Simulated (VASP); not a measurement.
# InP in VASP: a series of runs

The runs below take InP through electric field gradients, with PBEsol.

All numbers are computed with VASP 6.6.1; they aren't measurements. Logs are shortened: lines on timing, memory, paths and dates and some standing lists are left out, and cuts for length are marked.

### Step 1. The cell of the first run

The structure is cubic, space group Fm-3m (No. 225). The conventional cell has a = 5.785 Å, b = 5.785 Å, c = 5.785 Å, α = 90.00°, β = 90.00°, γ = 90.00°. Within 3.8 Å of In (site symmetry m-3m) lie 6 P at 2.89 Å. P (site symmetry m-3m) has 6 In at 2.89 Å within 3.8 Å.

### Step 2. Electric field gradients, PBEsol (volume scaled by 1.04)

INCAR

```
ALGO = Normal
EDIFF = 1E-8
ENCUT = 520
GGA = PS
ISIF = 2
ISMEAR = -1
LASPH = T
LCHARG = F
LEFG = T
LREAL = F
LWAVE = F
NBANDS = 16
NELM = 80
PREC = Accurate
SIGMA = 0.03
```

KPOINTS

```
k-points
0
Gamma
  11 11 11
```

POSCAR

```
InP
1.0
    0.0000000000      2.8925700979      2.8925700979
    2.8925700979      0.0000000000      2.8925700979
    2.8925700979      2.8925700979      0.0000000000
In P
1 1
Direct
    0.0000000000      0.0000000000      0.0000000000
    0.5000000000      0.5000000000      0.5000000000
```

Potentials or basis: VASP PAW PBE potentials, release 64 (In_d, P).

Command:

```bash
cat potpaw_PBE.64/In_d/POTCAR potpaw_PBE.64/P/POTCAR > POTCAR
mpirun -np 1 vasp_std > vasp.out
```

OUTCAR:

```text
EDIFF = 1E-8
   ENCUT = 520
   GGA = PS
   ISIF = 2
   ISMEAR = -1
   LASPH = T
   LREAL = F
   NELM = 80
   PREC = Accurate

 ion  position               nearest neighbor table
   1  0.000  0.000  0.000-   2 2.89   2 2.89   2 2.89   2 2.89   2 2.89   2 2.89
   2  0.500  0.500  0.500-   1 2.89   1 2.89   1 2.89   1 2.89   1 2.89   1 2.89

  LATTYP: Found a face centered cubic cell.
 ALAT       =     5.7851401958

  Lattice vectors:

 A1 = (   0.0000000000,   2.8925700979,   2.8925700979)
 A2 = (   2.8925700979,   0.0000000000,   2.8925700979)
 A3 = (   2.8925700979,   2.8925700979,   0.0000000000)

Analysis of symmetry for initial positions (statically):
=====================================================================
 Subroutine PRICEL returns:
 Original cell was already a primitive cell.

 Routine SETGRP: Setting up the symmetry group for a
 face centered cubic supercell.

 Subroutine GETGRP returns: Found 48 space group operations
 (whereof 48 operations were pure point group operations)
 out of a pool of 48 trial point group operations.

The static configuration has the point symmetry O_h .

Analysis of symmetry for dynamics (positions and initial velocities):
=====================================================================
 Subroutine PRICEL returns:
 Original cell was already a primitive cell.

 Routine SETGRP: Setting up the symmetry group for a
 face centered cubic supercell.

 Subroutine GETGRP returns: Found 48 space group operations
 (whereof 48 operations were pure point group operations)
 out of a pool of 48 trial point group operations.

The dynamic configuration has the point symmetry O_h .

 Subroutine INISYM returns: Found 48 space group operations
 (whereof 48 operations are pure point group operations),
 and found     1 'primitive' translations

----------------------------------------------------------------------------------------

                                     Primitive cell

  volume of cell :      48.4040

  direct lattice vectors                    reciprocal lattice vectors
     0.000000000  2.892570098  2.892570098    -0.172856658  0.172856658  0.172856658
     2.892570098  0.000000000  2.892570098     0.172856658 -0.172856658  0.172856658
     2.892570098  2.892570098  0.000000000     0.172856658  0.172856658 -0.172856658

[... 114 lines left out ...]
 non-spin polarized calculation
  energy-cutoff  :      520.00
  volume of cell :       48.40
 maximum number of plane-waves:      1321
   NGX = 15   NGY = 15   NGZ = 15

 number of electron      18.0000007 magnetization

 Free energy of the ion-electron system (eV)
  ---------------------------------------------------
  ext. energy  EPLUGINS =         0.00000000
  ---------------------------------------------------
  free energy    TOTEN  =        -8.52658111 eV

  energy without entropy =       -8.52380005  energy(sigma->0) =       -8.52519058

 E-fermi :   5.3922     XC(G=0):  -9.9637

 val. band max:        5.3764395436   @ k =  -0.4545   0.0909   0.0000
 cond. band min:       5.4376608286   @ k =  -0.0909   0.0909   0.0000
 fundamental gap:      0.0612212850
 Fermi energy:         5.3922488049

 k-point     1 :       0.0000    0.0000    0.0000
  band No.  band energies     occupation
      1      -8.5796      2.00000
      2      -8.5796      2.00000
      3      -8.5656      2.00000
      4      -8.5656      2.00000
      5      -8.5656      2.00000
      6      -5.7090      2.00000
[... 433 lines left out ...]
      3      -8.5625      2.00000
      4      -8.5422      2.00000
      5      -8.5322      2.00000
      6      -4.8081      2.00000
[... 8 lines left out ...]
     15      14.7797      0.00000
     16      16.0071      0.00000

 [... further k-points ...]
[... 5 lines left out ...]
  --------------------------------------------------------------------------------------
  -------------------------------------------------------------------------------------
  Total       -2.9109737     -2.9109737     -2.9109737      0.0000000      0.0000000      0.0000000
  in kB      -96.3534320    -96.3534320    -96.3534320      0.0000000      0.0000000      0.0000000
  external PRESSURE =     -96.3534320 kB  Pullay stress =       0.0000000 kB

 VOLUME and BASIS-vectors are now :
 -----------------------------------------------------------------------------
  energy-cutoff  :      520.00
  volume of cell :       48.40
      direct lattice vectors                 reciprocal lattice vectors
     0.000000000  2.892570098  2.892570098    -0.172856658  0.172856658  0.172856658
     2.892570098  0.000000000  2.892570098     0.172856658 -0.172856658  0.172856658
     2.892570098  2.892570098  0.000000000     0.172856658  0.172856658 -0.172856658

 POSITION                                       TOTAL-FORCE (eV/Angst)
 -----------------------------------------------------------------------------------
      0.00000      0.00000      0.00000         0.000000      0.000000      0.000000
      2.89257      2.89257      2.89257         0.000000      0.000000     -0.000000
 -----------------------------------------------------------------------------------
    total drift:                               -0.000000      0.000000      0.000000

  FREE ENERGIE OF THE ION-ELECTRON SYSTEM (eV)
  ---------------------------------------------------
  free  energy   TOTEN  =        -8.5265811114 eV

  energy  without entropy=       -8.5238000542  energy(sigma->0) =       -8.52519058

 Electric field gradients (V/A^2)
---------------------------------------------------------------------
 ion       V_xx      V_yy      V_zz      V_xy      V_xz      V_yz
---------------------------------------------------------------------
   1      -0.000     0.000     0.000    -0.002    -0.002    -0.002
   2      -0.000     0.000    -0.000     0.000     0.000     0.000
---------------------------------------------------------------------

 Electric field gradients after diagonalization (V/A^2)
 (convention: |V_zz| > |V_xx| > |V_yy|)
----------------------------------------------------------------------
 ion       V_xx      V_yy      V_zz     asymmetry (V_yy - V_xx)/ V_zz
----------------------------------------------------------------------
   1       0.002     0.002    -0.004       0.000
   2      -0.000    -0.000     0.000       0.000
----------------------------------------------------------------------

           NMR quadrupolar parameters

 Cq : quadrupolar parameter    Cq=e*Q*V_zz/h
 eta: asymmetry parameters     (V_yy - V_xx)/ V_zz
 Q  : nuclear electric quadrupole moment in mb (millibarn)
----------------------------------------------------------------------
 ion       Cq(MHz)       eta       Q (mb)
----------------------------------------------------------------------
   1      -0.000       0.000       1.000
   2       0.000       0.000       1.000
----------------------------------------------------------------------
```

It took 24 s on 1 thread of AMD EPYC 9R45 (Zen 5), shared host; peak memory 0.16 GiB.

Results:

| Quantity | Value |
| --- | --- |
| Free energy | -8.5266 eV |
| Pressure | -9.6 GPa |
| Band gap on the k mesh | zero (band 9 reaches 5.71 eV, above the bottom of band 10 at 3.50 eV) |

Caveat: without QUAD_EFG the Cq values of the log hold for a quadrupole moment of 1 mb, not for the nuclei; the PAW data sets were made with another functional, which shifts forces and pressure a little; spin-orbit coupling is left out, which moves the levels of the heavy elements.

(Part 1 of 2 ends here.)
